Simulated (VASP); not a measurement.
# RbBr: single point with PBE

RbBr:

```
CELL_PARAMETERS angstrom
4.36062 0.00000 0.00000
0.00000 4.36062 0.00000
0.00000 0.00000 4.19290
ATOMIC_POSITIONS crystal
Rb 0.97686 0.00000 0.00000
Br 0.52476 0.50000 0.50000
```

This cell differs from its parent crystal: atoms displaced along a vibrational mode, the cell strained.

| Property | Result |
| --- | --- |
| Program | VASP 6.6.1 |
| Task | single point |
| Functional | PBE |
| Potentials or basis | VASP PAW PBE potentials, release 64 (Rb_sv, Br) |
| Cutoff | 520 eV |
| k mesh | 6 × 6 × 6 |
| Occupations | gaussian, width 0.05 eV |
| Spin | no spin polarisation |

```json
{
  "Pressure": "-0.7 GPa",
  "Largest force": "0.066 eV/Å",
  "Band gap on the k mesh": "3.60 eV (least direct gap 3.72 eV)"
}
```

Forces on the atoms (eV/Å):
```
Rb   0.066  0.000  0.000
Br  -0.066  0.000  0.000
```

Stress tensor (GPa, compression positive):
```
-1.06  0.00  0.00
 0.00 -1.06  0.00
 0.00  0.00 -0.05
```

Levels at points of the mesh, in eV from the valence-band top:
```
           k point  band 4  band 5  band 6  band 7  band 8  band 9  band 10  band 11  band 12  band 13
(0.00, 0.00, 0.00)   -9.40   -9.39   -0.30   -0.29   -0.12    3.61     5.57     5.69     9.32     9.56
(0.50, 0.00, 0.00)   -9.37   -9.36   -1.49   -0.34   -0.14    6.44     6.59     6.90     8.68     9.26
(0.00, 0.50, 0.00)   -9.38   -9.36   -1.50   -0.32   -0.15    6.41     6.62     6.81     8.39     9.43
(0.50, 0.50, 0.00)   -9.58   -9.34   -1.00   -0.99    0.00    5.07     6.17     7.99     8.02     9.63
(0.00, 0.00, 0.50)   -9.37   -9.36   -1.50   -0.31   -0.29    6.46     6.76     7.01     8.26     9.12
(0.50, 0.00, 0.50)   -9.58   -9.35   -1.03   -0.95   -0.15    5.21     5.92     7.61     7.71     9.71
(0.00, 0.50, 0.50)   -9.57   -9.35   -1.03   -0.96   -0.14    5.20     5.97     7.59     7.72     9.80
(0.50, 0.50, 0.50)   -9.53   -9.53   -1.17   -1.12   -1.12    7.58     7.63     7.71     8.60     8.77
```

It took 48 s on 1 thread of Intel Xeon 8259CL, on a shared host, peak memory 0.22 GiB.

Caveat: the cell differs from its parent crystal (atoms displaced along a vibrational mode, the cell strained). A k mesh can miss the band edges.
